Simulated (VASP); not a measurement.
Wanted: the native input for a VASP 6.6.1 run.

* Task: single point
* Functional: PBEsol
* Potentials or basis: VASP PAW PBE potentials, release 64 (Bi_d)
* Cutoff: 520 eV
* k mesh: 9 × 9 × 9
* Occupations: fermi-dirac, width 0.05 eV
* Spin: no spin polarisation
* Dipole correction: no
* Further INCAR settings: ALGO = Normal; EDIFF = 1e-06; NBANDS = 14

The structure of Bi lies in POSCAR:

```
Bi
1.0
   -1.8259901582      1.8259901582      1.8259901582
    1.8259901582     -1.8259901582      1.8259901582
    1.8259901582      1.8259901582     -1.8259901582
Bi
1
Direct
    0.0000000000      0.0000000000      0.0000000000
```

The input as run:

INCAR

```
  ALGO = Normal
  EDIFF = 1E-6
  ENCUT = 520
  GGA = PS
  ISIF = 2
  ISMEAR = -1
  LASPH = T
  LCHARG = F
  LREAL = F
  LWAVE = F
  NBANDS = 14
  NELM = 60
  PREC = Accurate
  SIGMA = 0.05
```

KPOINTS

```
k-points
0
Gamma
  9 9 9
```

Potentials or basis: VASP PAW PBE potentials, release 64 (Bi_d).

Launch:

```console
$ cat potpaw_PBE.64/Bi_d/POTCAR > POTCAR
$ mpirun -np 1 vasp_std > vasp.out
```

Results of the run:

The pressure is 19.9 GPa.

Caveat: the PAW data sets were made with another functional, which shifts forces and pressure a little.

Run time: 8.4 s on 1 thread of AMD EPYC 7R43 64-Core Processor (Zen 3), on a shared host, peak memory 0.11 GiB.
